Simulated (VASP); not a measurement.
# Cs (P6_3/mmc) in VASP: further runs

Aim: see how the results for Cs move with the level of theory and the settings. Levels: BLYP, PBEsol, r2SCAN. Tasks: single point.

All numbers are computed with VASP 6.6.1; they aren't measurements. Logs are shortened: lines on timing, memory, paths and dates and some standing lists are left out, and cuts for length are marked.

## Step 1: The cell of the first run

It takes space group P6_3/mmc (No. 194, hexagonal). Conventional cell: a = 5.566 Å, b = 5.566 Å, c = 18.522 Å, α = 90.00°, β = 90.00°, γ = 120.00°.

This isn't the form of Cs at room conditions, which is bcc.

## Step 2: Single point, BLYP

File INCAR:

```
  PREC = Accurate
  ENCUT = 520
  EDIFF = 1E-7
  ISMEAR = -1
  SIGMA = 0.05
  LREAL = F
  LASPH = T
  NELM = 60
  ALGO = Normal
  ISIF = 2
  LWAVE = F
  LCHARG = F
  GGA = B5
  ALDAX = 1.0
  AGGAX = 1.0
  AGGAC = 1.0
  ALDAC = 0.0
  NBANDS = 26
```

File KPOINTS:

```
regular mesh
0
Gamma
  5 5 2
```

File POSCAR:

```
Cs
1.0
    5.5659085700      0.0000000000      0.0000000000
   -2.7829542800      4.8202182200      0.0000000000
    0.0000000000      0.0000000000     18.5215751700
Cs
4
Direct
    0.0000000000      0.0000000000      0.0000000000
    0.3333333333      0.6666666667      0.2500000000
    0.0000000000      0.0000000000      0.5000000000
    0.6666666667      0.3333333333      0.7500000000
```

Potentials or basis: VASP PAW PBE potentials, release 64 (Cs_sv).

Command:

```sh
cat potpaw_PBE.64/Cs_sv/POTCAR > POTCAR
mpirun -np 1 vasp_std > vasp.out
```

OUTCAR:

```text
PREC = Accurate
   ENCUT = 520
   EDIFF = 1E-7
   ISMEAR = -1
   LREAL = F
   LASPH = T
   NELM = 60
   ISIF = 2
   GGA = B5

 ion  position               nearest neighbor table
   1  0.000  0.000  0.000-
   2  0.333  0.667  0.250-
   3  0.000  0.000  0.500-
   4  0.667  0.333  0.750-

  LATTYP: Found a hexagonal cell.
 ALAT       =     5.5659085700
 C/A-ratio  =     3.3276822530

  Lattice vectors:

 A1 = (   5.5659085700,   0.0000000000,   0.0000000000)
 A2 = (  -2.7829542800,   4.8202182200,   0.0000000000)
 A3 = (   0.0000000000,   0.0000000000,  18.5215751700)

Analysis of symmetry for initial positions (statically):
=====================================================================
 Subroutine PRICEL returns:
 Original cell was already a primitive cell.

 Routine SETGRP: Setting up the symmetry group for a
 hexagonal supercell.

 Subroutine GETGRP returns: Found 24 space group operations
 (whereof 12 operations were pure point group operations)
 out of a pool of 24 trial point group operations.

The static configuration has the point symmetry D_3d.
 The point group associated with its full space group is D_6h.

Analysis of symmetry for dynamics (positions and initial velocities):
=====================================================================
 Subroutine PRICEL returns:
 Original cell was already a primitive cell.

 Routine SETGRP: Setting up the symmetry group for a
 hexagonal supercell.

 Subroutine GETGRP returns: Found 24 space group operations
 (whereof 12 operations were pure point group operations)
 out of a pool of 24 trial point group operations.

The dynamic configuration has the point symmetry D_3d.
 The point group associated with its full space group is D_6h.

 Subroutine INISYM returns: Found 24 space group operations
 (whereof 12 operations are pure point group operations),
 and found     1 'primitive' translations

----------------------------------------------------------------------------------------

                                     Primitive cell

  volume of cell :     496.9134

  direct lattice vectors                    reciprocal lattice vectors
     5.565908570  0.000000000  0.000000000     0.179665186  0.103729743  0.000000000
    -2.782954280  4.820218220  0.000000000     0.000000000  0.207459487  0.000000000
     0.000000000  0.000000000 18.521575170     0.000000000  0.000000000  0.053991088

  length of vectors
     5.565908570  5.565908570 18.521575170     0.207459487  0.207459487  0.053991088

  position of ions in fractional coordinates (direct lattice)
     0.000000000  0.000000000  0.000000000
     0.333333333  0.666666667  0.250000000
     0.000000000  0.000000000  0.500000000
     0.666666667  0.333333333  0.750000000

  ion indices of the primitive-cell ions
   primitive index   ion index
                 1           1
                 2           2
                 3           3
                 4           4

----------------------------------------------------------------------------------------

 KPOINTS: regular mesh

Automatic generation of k-mesh.
 Grid dimensions read from file:
 generate k-points for:    5    5    2

 Generating k-lattice:

  Cartesian coordinates                     Fractional coordinates (reciprocal lattice)
     0.035933037  0.020745949  0.000000000     0.200000000  0.000000000  0.000000000
     0.000000000  0.041491897  0.000000000     0.000000000  0.200000000  0.000000000
     0.000000000  0.000000000  0.026995544     0.000000000  0.000000000  0.500000000

  Length of vectors
     0.041491897  0.041491897  0.026995544

  Shift w.r.t. Gamma in fractional coordinates (k-lattice)
     0.000000000  0.000000000  0.000000000

 Subroutine IBZKPT returns following result:
 ===========================================

 Found     10 irreducible k-points:

 Following reciprocal coordinates:
            Coordinates               Weight
  0.000000  0.000000  0.000000      1.000000
  0.200000  0.000000  0.000000      6.000000
  0.400000  0.000000  0.000000      6.000000
  0.200000  0.200000  0.000000      6.000000
  0.400000  0.200000  0.000000      6.000000
  0.000000  0.000000  0.500000      1.000000
  0.200000  0.000000  0.500000      6.000000
  0.400000  0.000000  0.500000      6.000000
  0.200000  0.200000  0.500000      6.000000
  0.400000  0.200000  0.500000      6.000000
   k-points           NKPTS =     10   k-points in BZ     NKDIM =     10   number of bands    NBANDS=     26
   number of dos      NEDOS =    301   number of ions     NIONS =      4
   total plane-waves  NPLWV = 246960
   dimension x,y,z NGX =    42 NGY =   42 NGZ =  140
   dimension x,y,z NGXF=    84 NGYF=   84 NGZF=  280
   ions per type =               4
   NGX,Y,Z   is equivalent  to a cutoff of  12.54, 12.54, 12.57 a.u.
   NGXF,Y,Z  is equivalent  to a cutoff of  25.09, 25.09, 25.13 a.u.
 SYSTEM =  unknown system
   PREC   = accura    normal or accurate (medium, high low for compatibility)
   ISTART =      0    job   : 0-new  1-cont  2-samecut
   ICHARG =      2    charge: 1-file 2-atom 10-const
   ISPIN  =      1    spin polarized calculation?
   LNONCOLLINEAR =      F non collinear calculations
   LSORBIT =      F    spin-orbit coupling
   LASPH  =      T    aspherical Exc in radial PAW
   ENCUT  =  520.0 eV  38.22 Ry    6.18 a.u.  10.35 10.35 34.44*2*pi/ulx,y,z
   NELM   =     60;   NELMIN=  2; NELMDL= -5     # of ELM steps
   EDIFF  = 0.1E-06   stopping-criterion for ELM
   LREAL  =      F    real-space projection
   EDIFFG = 0.1E-05   stopping-criterion for IOM
   NSW    =      0    number of steps for IOM
   IBRION =     -1    ionic relax: 0-MD 1-quasi-New 2-CG
   NFREE  =      0    steps in history (QN), initial steepest desc. (CG)
   ISIF   =      2    stress and relaxation
   ISYM   =      2    0-nonsym 1-usesym 2-fastsym
   POTIM  = 0.5000    time-step for ionic-motion
   TEBEG  =    0.0;   TEEND  =   0.0 temperature during run
   PSTRESS=    0.0 pullay stress
   NELECT =      36.0000    total number of electrons
   NUPDOWN=      -1.0000    fix difference up-down
   EMIN   =  10.00;   EMAX   =-10.00  energy-range for DOS
   EFERMI =   0.00;   METHOD = LEGACY
   ISMEAR =    -1;   SIGMA  =   0.05  broadening in eV -4-tet -1-fermi 0-gaus
   EFERMI_NEDOS =   21; number of points for ismear=-14 and -15
   IALGO  =     38    algorithm
   IMIX   =      4    mixing-type and parameters
     AMIX     =   0.40;   BMIX     =  1.00
     AMIX_MAG =   1.60;   BMIX_MAG =  1.00
  volume/ion in A,a.u.               =     124.23       838.33
  Fermi-wavevector in a.u.,A,eV,Ry     =   0.682468  1.289677  6.337079  0.465762
  Thomas-Fermi vector in A             =   1.761550
   LORBIT       =      0    0 simple, 1 ext, 2 COOP (PROOUT), +10 PAW based schemes
   GGA     = B5    functional components
   LHFCALC =     F    Hartree Fock is set to
   AEXX    =    0.0000 exact exchange contribution
   IVDW    =     0    specifies the selected vdW correction
   LEPSILON=     F    determine dielectric tensor
   LRPA    =     F    only Hartree local field effects (RPA)
 non-spin polarized calculation
  energy-cutoff  :      520.00
  volume of cell :      496.91
 maximum number of plane-waves:     13448
 NGX is ok and might be reduce to    42
   NGX = 21   NGY = 21   NGZ = 69

 number of electron      36.0000000 magnetization

 Free energy of the ion-electron system (eV)
  ---------------------------------------------------
  ext. energy  EPLUGINS =         0.00000000
  ---------------------------------------------------
  free energy    TOTEN  =        -2.15225795 eV

  energy without entropy =       -2.11943987  energy(sigma->0) =       -2.13584891

 E-fermi :   0.6562     XC(G=0):  -4.7999

 val. band max:        0.5850754582   @ k =   0.0000   0.0000   0.0000
 cond. band min:       0.6841378408   @ k =   0.4000   0.0000   0.0000
 fundamental gap:      0.0990623827
 Fermi energy:         0.6561723098

 k-point     1 :       0.0000    0.0000    0.0000
  band No.  band energies     occupation
      1     -23.2918      2.00000
      2     -23.2905      2.00000
      3     -23.2890      2.00000
      4     -23.2877      2.00000
      5     -10.1917      2.00000
      6     -10.1437      2.00000
[... 18 lines left out ...]
     25       2.8488      0.00000
     26       2.8713      0.00000

 k-point     2 :       0.2000    0.0000    0.0000
  band No.  band energies     occupation
      1     -23.2904      2.00000
      2     -23.2894      2.00000
      3     -23.2880      2.00000
      4     -23.2869      2.00000
      5     -10.1796      2.00000
      6     -10.1487      2.00000
[... 18 lines left out ...]
     25       2.4277      0.00000
     26       2.4428      0.00000

 k-point     3 :       0.4000    0.0000    0.0000
  band No.  band energies     occupation
      1     -23.2881      2.00000
      2     -23.2877      2.00000
      3     -23.2862      2.00000
      4     -23.2859      2.00000
      5     -10.1850      2.00000
      6     -10.1829      2.00000
[... 18 lines left out ...]
     25       2.1595      0.00000
     26       2.1862      0.00000

 k-point     4 :       0.2000    0.2000    0.0000
  band No.  band energies     occupation
      1     -23.2886      2.00000
      2     -23.2880      2.00000
      3     -23.2866      2.00000
      4     -23.2860      2.00000
      5     -10.1686      2.00000
      6     -10.1672      2.00000
[... 18 lines left out ...]
     25       2.0378      0.00000
     26       2.1866      0.00000
[... 90 lines left out ...]
      1     -23.2879      2.00000
      2     -23.2879      2.00000
      3     -23.2860      2.00000
      4     -23.2860      2.00000
      5     -10.1811      2.00000
      6     -10.1811      2.00000
[... 18 lines left out ...]
     25       2.1750      0.00000
     26       2.1750      0.00000

 k-point     9 :       0.2000    0.2000    0.5000
  band No.  band energies     occupation
      1     -23.2883      2.00000
      2     -23.2883      2.00000
      3     -23.2863      2.00000
      4     -23.2863      2.00000
      5     -10.1687      2.00000
      6     -10.1687      2.00000
[... 18 lines left out ...]
     25       2.1950      0.00000
     26       2.1950      0.00000

 k-point    10 :       0.4000    0.2000    0.5000
  band No.  band energies     occupation
      1     -23.2872      2.00000
      2     -23.2872      2.00000
      3     -23.2857      2.00000
      4     -23.2857      2.00000
      5     -10.1783      2.00000
      6     -10.1783      2.00000
[... 18 lines left out ...]
     25       1.9825      0.00000
     26       1.9825      0.00000

------------------------ aborting loop because EDIFF is reached ----------------------------------------

  FORCE on cell =-STRESS in cart. coord.  units (eV):
  Direction    XX          YY          ZZ          XY          YZ          ZX
  --------------------------------------------------------------------------------------
  -------------------------------------------------------------------------------------
  Total       -0.0111635     -0.0111635      0.0758489     -0.0000000      0.0000000      0.0000000
  in kB       -0.0359939     -0.0359939      0.2445565     -0.0000000      0.0000000      0.0000000
  external PRESSURE =       0.0575229 kB  Pullay stress =       0.0000000 kB

 VOLUME and BASIS-vectors are now :
 -----------------------------------------------------------------------------
  energy-cutoff  :      520.00
  volume of cell :      496.91
      direct lattice vectors                 reciprocal lattice vectors
     5.565908570  0.000000000  0.000000000     0.179665186  0.103729743  0.000000000
    -2.782954280  4.820218220  0.000000000     0.000000000  0.207459487  0.000000000
     0.000000000  0.000000000 18.521575170     0.000000000  0.000000000  0.053991088

 POSITION                                       TOTAL-FORCE (eV/Angst)
 -----------------------------------------------------------------------------------
      0.00000      0.00000      0.00000        -0.000000      0.000000      0.000000
      0.00000      3.21348      4.63039        -0.000000      0.000000     -0.000000
      0.00000      0.00000      9.26079        -0.000000      0.000000      0.000000
      2.78295      1.60674     13.89118         0.000000     -0.000000     -0.000000
 -----------------------------------------------------------------------------------
    total drift:                               -0.000000      0.000000     -0.000000

  FREE ENERGIE OF THE ION-ELECTRON SYSTEM (eV)
  ---------------------------------------------------
  free  energy   TOTEN  =        -2.1522579499 eV

  energy  without entropy=       -2.1194398677  energy(sigma->0) =       -2.13584891
```

Wall time 6 min (1 thread of Oxide Virtual Turin-like, shared host); peak memory 0.49 GiB.

Results:

```
Free energy            : -2.1523 eV
Pressure               : 0.0 GPa
Band gap on the k mesh : zero (bands 18 and 19 overlap by 1.46 eV)
```

Caveat: the PAW data sets were made with another functional, which shifts forces and pressure a little; spin-orbit coupling is left out, which moves the levels of the heavy elements.

## Step 3: Single point, PBEsol

File INCAR:

```
PREC = Accurate
ENCUT = 520
EDIFF = 1E-6
ISMEAR = -1
SIGMA = 0.05
LREAL = F
LASPH = T
NELM = 100
ALGO = Normal
ISIF = 2
LWAVE = F
LCHARG = T
GGA = PS
LELF = T
LVHAR = T
NBANDS = 26
```

KPOINTS is that of step 2.

POSCAR is that of step 2.

Potentials or basis: VASP PAW PBE potentials, release 64 (Cs_sv).

Command:

```sh
cat potpaw_PBE.64/Cs_sv/POTCAR > POTCAR
mpirun -np 1 vasp_std > vasp.out
```

Run time: 3.1 min. Hardware: 1 thread of Oxide Virtual Turin-like, shared host; peak memory 0.5 GiB.

The run converged. Its results:

```
Free energy            : -3.7860 eV
Pressure               : -0.2 GPa
Band gap on the k mesh : zero (bands 18 and 19 overlap by 1.44 eV)
```

Levels at points of the mesh, in eV from the Fermi level:
```csv
k point,band 16,band 17,band 18,band 19,band 20,band 21
"(0.00, 0.00, 0.00)",-10.57,-1.56,-1.00,-1.00,0.00,0.70
"(0.00, 0.00, 0.50)",-10.58,-1.41,-1.41,-0.42,-0.42,1.08
```

Caveat: the PAW data sets were made with another functional, which shifts forces and pressure a little; spin-orbit coupling is left out, which moves the levels of the heavy elements.

## Step 4: Single point, r2SCAN

POSCAR is that of step 3.

File INCAR.step1:

```
PREC = Accurate
ENCUT = 520
ISMEAR = -1
SIGMA = 0.05
LREAL = F
LASPH = T
NELM = 60
NBANDS = 26
GGA = PE
ALGO = Normal
EDIFF = 1E-4
LWAVE = T
LCHARG = F
```

File INCAR.step2:

```
PREC = Accurate
ENCUT = 520
EDIFF = 1E-7
ISMEAR = -1
SIGMA = 0.05
LREAL = F
LASPH = T
NELM = 60
ALGO = Normal
ISIF = 2
LWAVE = F
LCHARG = F
METAGGA = R2SCAN
LMIXTAU = T
NBANDS = 26
ISTART = 1
```

File KPOINTS:

```
Automatic mesh
0
Gamma
  5 5 2
```

Command:

```sh
cat potpaw_PBE.64/Cs_sv/POTCAR > POTCAR
cp INCAR.step1 INCAR
mpirun -np 1 vasp_std > vasp.out
cp INCAR.step2 INCAR
mpirun -np 1 vasp_std > vasp.out
```

It took 31 min on 1 thread of Oxide Virtual Turin-like, shared host; peak memory 0.6 GiB.

It converged, with:

* Free energy: -100.1311 eV
* Pressure: 0.0 GPa
* Band gap on the k mesh: zero (bands 18 and 19 overlap by 1.50 eV)

Levels at points of the mesh, in eV from the Fermi level:
```tsv
k point	band 16	band 17	band 18	band 19	band 20	band 21
(0.00, 0.00, 0.00)	-11.16	-1.66	-1.07	-1.07	0.09	0.60
(0.00, 0.00, 0.50)	-11.17	-1.51	-1.51	-0.43	-0.43	1.11
```

Caveat: the PAW data sets were made with another functional, which shifts forces and pressure a little; spin-orbit coupling is left out, which moves the levels of the heavy elements.

## Step 5: The runs side by side

```csv
level,gap on the mesh (eV),pressure (GPa)
BLYP,none,0.0
PBEsol,none,-0.2
r2SCAN,none,0.0
```

Alike in all rows: task single point; potentials or basis VASP PAW PBE potentials, release 64 (Cs_sv); no spin polarisation; cell as given; k mesh 5 × 5 × 2; cutoff (eV) 520; smearing fermi-dirac 0.05 eV.

Caveats: the PAW data sets were made with another functional, which shifts forces and pressure a little; spin-orbit coupling is left out, which moves the levels of the heavy elements.

Absolute energies hang on the potentials; compare differences alone.

The gap in the log of VASP goes by the Fermi energy; the results here count the filled bands.